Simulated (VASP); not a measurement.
A run of VASP 6.6.1 is set up as follows.

File INCAR:

```
ALGO = Normal
EDIFF = 1E-6
ENCUT = 520
GGA = PE
ISIF = 2
ISMEAR = 0
LASPH = True
LCHARG = True
LELF = True
LREAL = Auto
LVHAR = True
LWAVE = False
NBANDS = 42
NELM = 80
PREC = Accurate
SIGMA = 0.02
```

Contents of KPOINTS:

```
k-points
0
Gamma
  5 5 5
```

Contents of POSCAR:

```
Mg8O7
1.0
   -4.2751720000      4.2750810000      0.0011770000
    0.0009000000      4.2748030000     -4.2746670000
   -4.2757640000     -0.0017700000     -4.2755370000
Mg O
8 7
Direct
    0.0010498723      0.9997291667      0.4980410630
    0.0011322785      0.5013607268      0.4979618811
    0.0010332720      0.9997299423      0.9996872242
    0.0001812218      0.5005965048      0.9988642089
    0.5002447731      0.0006138905      0.4987053424
    0.4993771824      0.5014833981      0.4978969905
    0.4993960356      0.9996541658      0.9995784967
    0.4992750085      0.5014828482      0.9997075034
    0.2501163574      0.7505865784      0.7488595832
    0.2501244409      0.2506191521      0.7488009577
    0.2500900445      0.7506617774      0.2487962225
    0.2501152524      0.2505840120      0.2488134078
    0.7500657981      0.7506024250      0.7487882204
    0.7500730798      0.7506146330      0.2488017826
    0.7499825186      0.2507037489      0.2488178522
```

Potentials or basis: VASP PAW PBE potentials, release 64 (Mg, O).

Command:

```bash
$ cat potpaw_PBE.64/Mg/POTCAR potpaw_PBE.64/O/POTCAR > POTCAR
$ mpirun -np 1 vasp_std > vasp.out
```

Task: Estimate the largest force.

Result: 0.027 eV/Å.

Task: Estimate the band gap on the k mesh.

Result: 2.43 eV (least direct gap 2.69 eV).

Task: What does it give for the pressure?

Result: -0.7 GPa.

Forces in eV/Å, atoms in the order of the input:
```
Mg   0.005  0.000  0.027
Mg   0.004  0.024 -0.003
Mg  -0.021  0.000 -0.002
Mg   0.002 -0.002  0.003
Mg  -0.001 -0.004 -0.003
Mg   0.025 -0.004 -0.002
Mg   0.002 -0.023 -0.007
Mg   0.002 -0.001 -0.020
O    0.000  0.001  0.001
O   -0.001  0.000  0.000
O   -0.002 -0.001  0.000
O   -0.001  0.001  0.000
O   -0.004  0.003  0.001
O   -0.004  0.003  0.001
O   -0.006  0.002  0.004
```

Caveat: the cell differs from its parent crystal (atoms taken out). A k mesh can miss the band edges.
